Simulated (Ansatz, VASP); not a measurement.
One calculation of Cr, two programs

POSCAR

```
Cr
1.0
    0.0000000000      2.8839000000      2.8839000000
    2.8839000000      0.0000000000      2.8839000000
    2.8839000000      2.8839000000      0.0000000000
Cr
4
Direct
    0.0000000000      0.0000000000      0.0000000000
    0.2500000000      0.2500000000      0.2500000000
    0.5000000000      0.5000000000      0.5000000000
    0.7500000000      0.7500000000      0.7500000000
```

Contents of INCAR.step1:

```
ALGO = Normal
EDIFF = 1E-4
ENCUT = 520
GGA = PE
ISMEAR = -1
ISPIN = 2
LASPH = T
LCHARG = F
LMAXMIX = 4
LREAL = F
LWAVE = T
MAGMOM = 3 -3 3 -3
NBANDS = 36
NELM = 150
PREC = Accurate
SIGMA = 0.08
```

Contents of INCAR.step2:

```
ALGO = Normal
EDIFF = 1E-6
ENCUT = 520
ISIF = 2
ISMEAR = -1
ISPIN = 2
ISTART = 1
LASPH = T
LCHARG = T
LELF = T
LMAXMIX = 4
LMIXTAU = T
LORBIT = 11
LREAL = F
LVHAR = T
LWAVE = F
MAGMOM = 3 -3 3 -3
METAGGA = R2SCAN
NBANDS = 36
NELM = 150
PREC = Accurate
SIGMA = 0.08
```

Contents of KPOINTS:

```
k-points
0
Gamma
  9 9 9
```

Input for Ansatz:

```yaml
crystal:
  lattice:
    - [0.0, 2.8839, 2.8839]
    - [2.8839, 0.0, 2.8839]
    - [2.8839, 2.8839, 0.0]
  atoms:
    - { symbol: Cr, position: [0.0, 0.0, 0.0], spin: 3.0 }
    - { symbol: Cr, position: [0.25, 0.25, 0.25], spin: -3.0 }
    - { symbol: Cr, position: [0.5, 0.5, 0.5], spin: 3.0 }
    - { symbol: Cr, position: [0.75, 0.75, 0.75], spin: -3.0 }
magnetization:
  spin_polarized: true
kpoints:
  mp_grid: { grid: [9, 9, 9] }
scf:
  occupations: { method: fermi_dirac, width: 0.08 }
  lower_state_search: "off"
hamiltonian:
  xc: r2scan
  pseudopotentials: { kind: paw }
output:
  forces: true
  stress: true
  eigenvalues: true
  populations: true
  write_density: true
  write_potential: true
  elf: true
  volumetric_format: npy
```

Alike in both runs: task single point; functional r2SCAN; k mesh 9 × 9 × 9; occupations fermi-dirac, width 0.08 eV; collinear spin.

|  | VASP | Ansatz |
| --- | --- | --- |
| version | VASP 6.6.1 | Ansatz 0.2.0 |
| potentials or method | VASP PAW PBE potentials, release 64 (Cr_pv) | PAW with Ansatz's default frozen-core files, scalar-relativistic |
| plane-wave cutoff (eV) | 520 | 500 |
| valence electrons in the cell | 48 | 56 |

|  | VASP | Ansatz | Ansatz less VASP |
| --- | --- | --- | --- |
| pressure (GPa) | 10.8 | 10.1 | -0.67 |
| net moment per atom (μB) | 0.00 | 0.00 | 0.000 |
| size of the moment on the site where the two differ most (μB) | 2.33 | 2.16 | -0.171 |

VASP's potentials were made for PBE, not for r2SCAN. Site moments also hang on the region over which each program counts them. The functional is the same, so the differences come from potentials, cutoffs and numerics. VASP's potentials hold 48 valence electrons a cell and Ansatz's 56, so a difference there can come from the potentials and not from the codes. Ansatz's warnings: stability check not made.
